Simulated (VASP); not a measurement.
# Bi (I4/mcm) in VASP: a series of runs

Runs on Bi. Level: PBE. Tasks: single point.

Everything below comes from runs of VASP 6.6.1. Logs are shortened: lines on timing, memory, paths and dates and some standing lists are left out, and cuts for length are marked.

## 1. The cell of the first run

It takes space group I4/mcm (No. 140, tetragonal). Conventional cell: a = 8.718 Å, b = 8.718 Å, c = 4.047 Å, α = 90.00°, β = 90.00°, γ = 90.00°. Bi (site symmetry m2m) has 9 Bi at 3.25 to 4.05 Å within 4.3 Å.

## 2. Single point, PBE

Contents of INCAR:

```
PREC     = Accurate       # precision mode
ENCUT    = 520            # plane-wave cutoff, eV
EDIFF    = 1E-6           # SCF threshold, eV
ISMEAR   = -1             # smearing method
SIGMA    = 0.05           # smearing width, eV
LREAL    = False          # projectors in reciprocal space
LASPH    = True           # aspherical terms in the spheres
NELM     = 80             # most SCF steps
ALGO     = Fast           # electronic algorithm
ISIF     = 2              # what is computed and relaxed
LWAVE    = False          # write WAVECAR
LCHARG   = False          # write CHGCAR
GGA      = PE             # functional
NBANDS   = 38             # bands
```

Contents of KPOINTS:

```
regular mesh
0
Gamma
  7 7 7
```

Contents of POSCAR:

```
Bi
1.0
   -4.3589113281      4.3589113281      2.0234644129
    4.3589113281     -4.3589113281      2.0234644129
    4.3589113281      4.3589113281     -2.0234644129
Bi
4
Direct
    0.1456555000      0.3543445000      0.5000000000
    0.8543445000      0.6456555000      0.5000000000
    0.6456555000      0.1456555000      0.7913110000
    0.3543445000      0.8543445000      0.2086890000
```

Potentials or basis: VASP PAW PBE potentials, release 64 (Bi_d).

The run is started by

```sh
cat potpaw_PBE.64/Bi_d/POTCAR > POTCAR
mpirun -np 1 vasp_std > vasp.out
```

OUTCAR:

```text
PREC = Accurate
   ENCUT = 520
   EDIFF = 1E-6
   ISMEAR = -1
   LREAL = False
   LASPH = True
   NELM = 80
   ISIF = 2
   GGA = PE

 ion  position               nearest neighbor table
   1  0.146  0.354  0.500-   3 3.25   4 3.25   3 3.25   4 3.25   2 3.27   2 3.27   2 3.59
   2  0.854  0.646  0.500-   3 3.25   4 3.25   3 3.25   4 3.25   1 3.27   1 3.27   1 3.59
   3  0.646  0.146  0.791-   1 3.25   2 3.25   1 3.25   2 3.25   4 3.27   4 3.27   4 3.59
   4  0.354  0.854  0.209-   1 3.25   2 3.25   1 3.25   2 3.25   3 3.27   3 3.27   3 3.59

  LATTYP: Found a body centered tetragonal cell.
 ALAT       =     8.7178226562
 C/A-ratio  =     0.4642132543

  Lattice vectors:

 A1 = (  -4.3589113281,   4.3589113281,   2.0234644129)
 A2 = (   4.3589113281,  -4.3589113281,   2.0234644129)
 A3 = (   4.3589113281,   4.3589113281,  -2.0234644129)

Analysis of symmetry for initial positions (statically):
=====================================================================
 Subroutine PRICEL returns:
 Original cell was already a primitive cell.

 Routine SETGRP: Setting up the symmetry group for a
 body centered tetragonal supercell.

 Subroutine GETGRP returns: Found 16 space group operations
 (whereof  8 operations were pure point group operations)
 out of a pool of 16 trial point group operations.

The static configuration has the point symmetry C_4h.
 The point group associated with its full space group is D_4h.

Analysis of symmetry for dynamics (positions and initial velocities):
=====================================================================
 Subroutine PRICEL returns:
 Original cell was already a primitive cell.

 Routine SETGRP: Setting up the symmetry group for a
 body centered tetragonal supercell.

 Subroutine GETGRP returns: Found 16 space group operations
 (whereof  8 operations were pure point group operations)
 out of a pool of 16 trial point group operations.

The dynamic configuration has the point symmetry C_4h.
 The point group associated with its full space group is D_4h.

 Subroutine INISYM returns: Found 16 space group operations
 (whereof  8 operations are pure point group operations),
 and found     1 'primitive' translations

----------------------------------------------------------------------------------------

                                     Primitive cell

  volume of cell :     153.7842

  direct lattice vectors                    reciprocal lattice vectors
    -4.358911328  4.358911328  2.023464413     0.000000000  0.114707541  0.247100961
     4.358911328 -4.358911328  2.023464413     0.114707541  0.000000000  0.247100961
     4.358911328  4.358911328 -2.023464413     0.114707541  0.114707541  0.000000000

  length of vectors
     6.488037004  6.488037004  6.488037004     0.272427430  0.272427430  0.162220960

  position of ions in fractional coordinates (direct lattice)
     0.145655500  0.354344500  0.500000000
     0.854344500  0.645655500  0.500000000
     0.645655500  0.145655500  0.791311000
     0.354344500  0.854344500  0.208689000

  ion indices of the primitive-cell ions
   primitive index   ion index
                 1           1
                 2           2
                 3           3
                 4           4

----------------------------------------------------------------------------------------

 KPOINTS: regular mesh

Automatic generation of k-mesh.
 Grid dimensions read from file:
 generate k-points for:    7    7    7

 Generating k-lattice:

  Cartesian coordinates                     Fractional coordinates (reciprocal lattice)
     0.000000000  0.016386792  0.035300137     0.142857143  0.000000000  0.000000000
     0.016386792  0.000000000  0.035300137     0.000000000  0.142857143  0.000000000
     0.016386792  0.016386792  0.000000000     0.000000000  0.000000000  0.142857143

  Length of vectors
     0.038918204  0.038918204  0.023174423

  Shift w.r.t. Gamma in fractional coordinates (k-lattice)
     0.000000000  0.000000000  0.000000000

 Subroutine IBZKPT returns following result:
 ===========================================

 Found     40 irreducible k-points:

 Following reciprocal coordinates:
            Coordinates               Weight
  0.000000  0.000000  0.000000      1.000000
  0.142857  0.000000  0.000000      8.000000
  0.285714 -0.000000  0.000000      8.000000
  0.428571  0.000000 -0.000000      8.000000
  0.142857  0.142857  0.000000      8.000000
  0.285714  0.142857  0.000000     16.000000
[... 16 lines left out ...]
 -0.142857  0.285714  0.142857      8.000000
 -0.428571  0.428571  0.142857      8.000000
 [... further k-points ...]
   k-points           NKPTS =     40   k-points in BZ     NKDIM =     40   number of bands    NBANDS=     38
   number of dos      NEDOS =    301   number of ions     NIONS =      4
   total plane-waves  NPLWV = 110592
   dimension x,y,z NGX =    48 NGY =   48 NGZ =   48
   dimension x,y,z NGXF=    96 NGYF=   96 NGZF=   96
   ions per type =               4
   NGX,Y,Z   is equivalent  to a cutoff of  12.30, 12.30, 12.30 a.u.
   NGXF,Y,Z  is equivalent  to a cutoff of  24.60, 24.60, 24.60 a.u.
 SYSTEM =  unknown system
   PREC   = accura    normal or accurate (medium, high low for compatibility)
   ISTART =      0    job   : 0-new  1-cont  2-samecut
   ICHARG =      2    charge: 1-file 2-atom 10-const
   ISPIN  =      1    spin polarized calculation?
   LNONCOLLINEAR =      F non collinear calculations
   LSORBIT =      F    spin-orbit coupling
   LASPH  =      T    aspherical Exc in radial PAW
   ENCUT  =  520.0 eV  38.22 Ry    6.18 a.u.  12.06 12.06 12.06*2*pi/ulx,y,z
   NELM   =     80;   NELMIN=  2; NELMDL= -5     # of ELM steps
   EDIFF  = 0.1E-05   stopping-criterion for ELM
   LREAL  =      F    real-space projection
   EDIFFG = 0.1E-04   stopping-criterion for IOM
   NSW    =      0    number of steps for IOM
   IBRION =     -1    ionic relax: 0-MD 1-quasi-New 2-CG
   NFREE  =      0    steps in history (QN), initial steepest desc. (CG)
   ISIF   =      2    stress and relaxation
   ISYM   =      2    0-nonsym 1-usesym 2-fastsym
   POTIM  = 0.5000    time-step for ionic-motion
   TEBEG  =    0.0;   TEEND  =   0.0 temperature during run
   PSTRESS=    0.0 pullay stress
   NELECT =      60.0000    total number of electrons
   NUPDOWN=      -1.0000    fix difference up-down
   EMIN   =  10.00;   EMAX   =-10.00  energy-range for DOS
   EFERMI =   0.00;   METHOD = LEGACY
   ISMEAR =    -1;   SIGMA  =   0.05  broadening in eV -4-tet -1-fermi 0-gaus
   EFERMI_NEDOS =   21; number of points for ismear=-14 and -15
   IALGO  =     68    algorithm
   IMIX   =      4    mixing-type and parameters
     AMIX     =   0.40;   BMIX     =  1.00
     AMIX_MAG =   1.60;   BMIX_MAG =  1.00
  volume/ion in A,a.u.               =      38.45       259.45
  Fermi-wavevector in a.u.,A,eV,Ry     =   1.196248  2.260582 19.470076  1.431010
  Thomas-Fermi vector in A             =   2.332193
   LORBIT       =      0    0 simple, 1 ext, 2 COOP (PROOUT), +10 PAW based schemes
   GGA     = PE    functional components
   LHFCALC =     F    Hartree Fock is set to
   AEXX    =    0.0000 exact exchange contribution
   IVDW    =     0    specifies the selected vdW correction
   LEPSILON=     F    determine dielectric tensor
   LRPA    =     F    only Hartree local field effects (RPA)
 non-spin polarized calculation
 RMM-DIIS sequential band-by-band and
  energy-cutoff  :      520.00
  volume of cell :      153.78
 maximum number of plane-waves:      4171
   NGX = 25   NGY = 25   NGZ = 25

 number of electron      59.9999987 magnetization

 Free energy of the ion-electron system (eV)
  ---------------------------------------------------
  ext. energy  EPLUGINS =         0.00000000
  ---------------------------------------------------
  free energy    TOTEN  =       -14.65980438 eV

  energy without entropy =      -14.63122113  energy(sigma->0) =      -14.64551275

 E-fermi :   5.6152     XC(G=0):  -8.8857

 val. band max:        5.5964068152   @ k =  -0.2857   0.2857   0.1429
 cond. band min:       5.6312367220   @ k =  -0.4286  -0.4286   0.2857
 fundamental gap:      0.0348299067
 Fermi energy:         5.6152486318

 k-point     1 :       0.0000    0.0000    0.0000
  band No.  band energies     occupation
      1     -17.4073      2.00000
      2     -17.4072      2.00000
      3     -17.3815      2.00000
      4     -17.3573      2.00000
      5     -17.3573      2.00000
      6     -17.3562      2.00000
[... 30 lines left out ...]
     37      10.9936      0.00000
     38      11.9321      0.00000

 k-point     2 :       0.1429    0.0000    0.0000
  band No.  band energies     occupation
      1     -17.4197      2.00000
      2     -17.4128      2.00000
      3     -17.3752      2.00000
      4     -17.3512      2.00000
      5     -17.3450      2.00000
      6     -17.3366      2.00000
[... 30 lines left out ...]
     37       9.8697      0.00000
     38      11.9624      0.00000

 k-point     3 :       0.2857   -0.0000    0.0000
  band No.  band energies     occupation
      1     -17.4216      2.00000
      2     -17.4132      2.00000
      3     -17.3718      2.00000
      4     -17.3590      2.00000
      5     -17.3295      2.00000
      6     -17.3245      2.00000
[... 30 lines left out ...]
     37      10.2094      0.00000
     38      12.5320      0.00000

 k-point     4 :       0.4286    0.0000   -0.0000
  band No.  band energies     occupation
      1     -17.4029      2.00000
      2     -17.3944      2.00000
      3     -17.3813      2.00000
      4     -17.3496      2.00000
      5     -17.3490      2.00000
      6     -17.3131      2.00000
[... 30 lines left out ...]
     37      10.9753      0.00000
     38      11.3876      0.00000
[... 703 lines left out ...]
      4     -17.3714      2.00000
      5     -17.3579      2.00000
      6     -17.3259      2.00000
[... 30 lines left out ...]
     37       9.9412      0.00000
     38      10.7905      0.00000

 k-point    23 :      -0.1429    0.2857    0.1429
  band No.  band energies     occupation
      1     -17.4463      2.00000
      2     -17.3952      2.00000
      3     -17.3728      2.00000
      4     -17.3574      2.00000
      5     -17.3522      2.00000
      6     -17.3320      2.00000
[... 30 lines left out ...]
     37      10.2769      0.00000
     38      11.3620      0.00000

 k-point    24 :      -0.4286    0.4286    0.1429
  band No.  band energies     occupation
      1     -17.4614      2.00000
      2     -17.3884      2.00000
      3     -17.3807      2.00000
      4     -17.3669      2.00000
      5     -17.3498      2.00000
      6     -17.3303      2.00000
[... 30 lines left out ...]
     37      10.1540      0.00000
     38      10.6281      0.00000

 [... further k-points ...]

------------------------ aborting loop because EDIFF is reached ----------------------------------------

  FORCE on cell =-STRESS in cart. coord.  units (eV):
  Direction    XX          YY          ZZ          XY          YZ          ZX
  --------------------------------------------------------------------------------------
  -------------------------------------------------------------------------------------
  Total        2.3619278      2.3619278      3.1998410      0.0000000     -0.0000000      0.0000000
  in kB       24.6073913     24.6073913     33.3370640      0.0000000     -0.0000000      0.0000000
  external PRESSURE =      27.5172822 kB  Pullay stress =       0.0000000 kB

 VOLUME and BASIS-vectors are now :
 -----------------------------------------------------------------------------
  energy-cutoff  :      520.00
  volume of cell :      153.78
      direct lattice vectors                 reciprocal lattice vectors
    -4.358911328  4.358911328  2.023464413     0.000000000  0.114707541  0.247100961
     4.358911328 -4.358911328  2.023464413     0.114707541  0.000000000  0.247100961
     4.358911328  4.358911328 -2.023464413     0.114707541  0.114707541  0.000000000

 POSITION                                       TOTAL-FORCE (eV/Angst)
 -----------------------------------------------------------------------------------
      3.08911      1.26980      0.00000        -0.131606      0.131606      0.000000
      1.26980      3.08911      2.02346         0.131606     -0.131606      0.000000
      1.26980      5.62871     -0.00000         0.131606      0.131606     -0.000000
      3.08911     -1.26980      2.02346        -0.131606     -0.131606      0.000000
 -----------------------------------------------------------------------------------
    total drift:                                0.000000      0.000000     -0.000000

  FREE ENERGIE OF THE ION-ELECTRON SYSTEM (eV)
  ---------------------------------------------------
  free  energy   TOTEN  =       -14.6598043762 eV

  energy  without entropy=      -14.6312211330  energy(sigma->0) =      -14.64551275
```

Wall time 8.3 min (1 thread of Intel Xeon 8259CL, shared host); peak memory 0.41 GiB.

Results:

```yaml
Free_energy: -14.6598 eV
Pressure: 2.8 GPa
Largest_force: 0.186 eV/Å
Band_gap_on_the_k_mesh: zero (bands 30 and 31 overlap by 1.58 eV)
```

Forces in eV/Å, atoms in the order of the input:
```
Bi  -0.132  0.132  0.000
Bi   0.132 -0.132  0.000
Bi   0.132  0.132  0.000
Bi  -0.132 -0.132  0.000
```

Caveat: spin-orbit coupling is left out, which moves the levels of the heavy elements.

## 3. Single point, PBE

This run uses another cell than the first one, of 39.26 Å³/atom.

Contents of INCAR:

```
SYSTEM = Bi
PREC = Accurate ; ENCUT = 520
EDIFF = 1E-6 ; ISMEAR = -1
SIGMA = 0.05 ; LREAL = .FALSE.
LASPH = .TRUE. ; NELM = 100
ALGO = Fast ; ISIF = 2
LWAVE = .FALSE. ; LCHARG = .FALSE.
GGA = PE ; NBANDS = 38
```

Contents of KPOINTS:

```
Automatic mesh
0
G
  7 7 7
  0 0 0
```

Contents of POSCAR:

```
Bi
1.0
   -4.3896088981      4.3896088981      2.0377146318
    4.3896088981     -4.3896088981      2.0377146318
    4.3896088981      4.3896088981     -2.0377146318
Bi
4
Direct
    0.1456555000      0.3543445000      0.5000000000
    0.8543445000      0.6456555000      0.5000000000
    0.6456555000      0.1456555000      0.7913110000
    0.3543445000      0.8543445000      0.2086890000
```

Potentials or basis: VASP PAW PBE potentials, release 64 (Bi_d).

The run is started by

```sh
cat potpaw_PBE.64/Bi_d/POTCAR > POTCAR
mpirun -np 1 vasp_std > vasp.out
```

Run time: 10 min. Hardware: 1 thread of Intel Xeon 8259CL, shared host; peak memory 0.43 GiB.

It converged, with:

```
Free energy            : -14.7073 eV
Pressure               : 1.8 GPa
Largest force          : 0.108 eV/Å
Band gap on the k mesh : zero (bands 30 and 31 overlap by 1.53 eV)
```

Forces in eV/Å, atoms in the order of the input:
```
Bi  -0.076  0.076  0.000
Bi   0.076 -0.076  0.000
Bi   0.076  0.076  0.000
Bi  -0.076 -0.076  0.000
```

Stress tensor (GPa, compression positive):
```
1.58 0.00 0.00
0.00 1.58 0.00
0.00 0.00 2.12
```

Levels at points of the mesh, in eV from the Fermi level:
```csv
k point,band 27,band 28,band 29,band 30,band 31,band 32,band 33,band 34
"(0.00, 0.00, 0.00)",-1.28,-1.28,-0.61,-0.39,-0.04,-0.04,3.05,3.05
```

Caveat: spin-orbit coupling is left out, which moves the levels of the heavy elements.

(Continued in part 2 of 2.)
